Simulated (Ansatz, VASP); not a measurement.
**Si in VASP and in Ansatz**

File INCAR:

```
SYSTEM = Si
PREC = Accurate
ENCUT = 520
EDIFF = 1E-6
ISMEAR = 0
SIGMA = 0.03
LREAL = .FALSE.
LASPH = .TRUE.
NELM = 60
ALGO = Normal
ISIF = 2
LWAVE = .FALSE.
LCHARG = .FALSE.
GGA = CA
NBANDS = 16
```

Contents of KPOINTS:

```
regular mesh
0
G
  10 10 10
  0 0 0
```

POSCAR

```
Si
1.0
   -3.4003100133      3.4003100133      1.8797394730
    3.4003100133     -3.4003100133      1.8797394730
    3.4003100133      3.4003100133     -1.8797394730
Si
4
Direct
    0.1788433299      0.1788433299      0.3576866598
    0.8211566701      0.8211566701      0.6423133402
    0.1788433299      0.8211566701      0.0000000000
    0.8211566701      0.1788433299      0.0000000000
```

Input for Ansatz:

```yaml
crystal:
  lattice:
    - [-3.4003100133, 3.4003100133, 1.879739473]
    - [3.4003100133, -3.4003100133, 1.879739473]
    - [3.4003100133, 3.4003100133, -1.879739473]
  atoms:
    - { symbol: Si, position: [0.1788433299, 0.1788433299, 0.3576866598] }
    - { symbol: Si, position: [0.8211566701, 0.8211566701, 0.6423133402] }
    - { symbol: Si, position: [0.1788433299, 0.8211566701, 0.0] }
    - { symbol: Si, position: [0.8211566701, 0.1788433299, 0.0] }
basis:
  ecutwfc: 420
kpoints:
  mp_grid: { grid: [10, 10, 10] }
hamiltonian:
  xc: lda
scf:
  occupations: { method: gaussian, width: 0.03 }
output:
  forces: true
  stress: true
  eigenvalues: true
  write_density: true
  write_potential: true
  elf: true
  volumetric_format: npy
```

Change from the starting cell: strain +0.030 along x and y, -0.015 along z, atoms carried along.

Alike in both runs: task single point; functional LDA; k mesh 10 × 10 × 10; occupations gaussian, width 0.03 eV; no spin polarisation.

```csv
,VASP,Ansatz
version,VASP 6.6.1,Ansatz 0.2.0
potentials or method,"VASP PAW LDA potentials, release 64 (Si), cutoff 520 eV","scalar-relativistic, plane waves, PAW"
valence electrons in the cell,16,16
```

Ansatz gave:

| Item | Value |
| --- | --- |
| gap on the k mesh at the Fermi level (eV) | 0.29 |
| least direct gap on the mesh (eV) | 0.84 |
| pressure (GPa) | -3.3 |
| traceless stress, the component that is largest in VASP (GPa) | 4.75 |
| rms of the force components (eV/Å) | 0.273 |

Q: Which values does VASP return?

A: gap on the k mesh at the Fermi level (eV): 0.29; least direct gap on the mesh (eV): 0.84; pressure (GPa): -3.2; traceless stress, the component that is largest in VASP (GPa): 4.77; rms of the force components (eV/Å): 0.272.

LDA's correlation is that of Perdew and Zunger in VASP and of Perdew and Wang (1992) in Ansatz. Atom by atom the forces differ by 0.000 eV/Å (rms over components).
